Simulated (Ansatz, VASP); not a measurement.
# BeTe: VASP beside Ansatz

```
CELL_PARAMETERS angstrom
0.00000 2.82862 2.82862
2.82862 0.00000 2.82862
2.82862 2.82862 0.00000
ATOMIC_POSITIONS crystal
Be 0.00000 0.00000 0.00000
Te 0.25000 0.25000 0.25000
```

Alike in both runs: task single point; functional HSE06; k mesh 4 × 4 × 4; no spin polarisation.

```csv
,VASP,Ansatz
version,VASP 6.6.1,Ansatz 0.2.0
potentials or method,"VASP PAW PBE potentials, release 64 (Be, Te)","plane waves, PAW"
plane-wave cutoff (eV),520,420
occupations,"gaussian, width 0.01 eV",fixed
valence electrons in the cell,8,18
```

|  | VASP | Ansatz | Ansatz less VASP |
| --- | --- | --- | --- |
| gap on the k mesh at the Fermi level (eV) | 2.69 | 2.71 | +0.021 |
| pressure (GPa) | -0.5 | -0.4 | +0.12 |

VASP's potentials hold 8 valence electrons a cell and Ansatz's 18, so a difference there can come from the potentials and not from the codes. Ansatz's warnings: stress exchange threshold loose, stress scf threshold loose.

The k mesh is coarse, so the values compare programs but aren't converged. Neither program's run includes spin-orbit coupling.
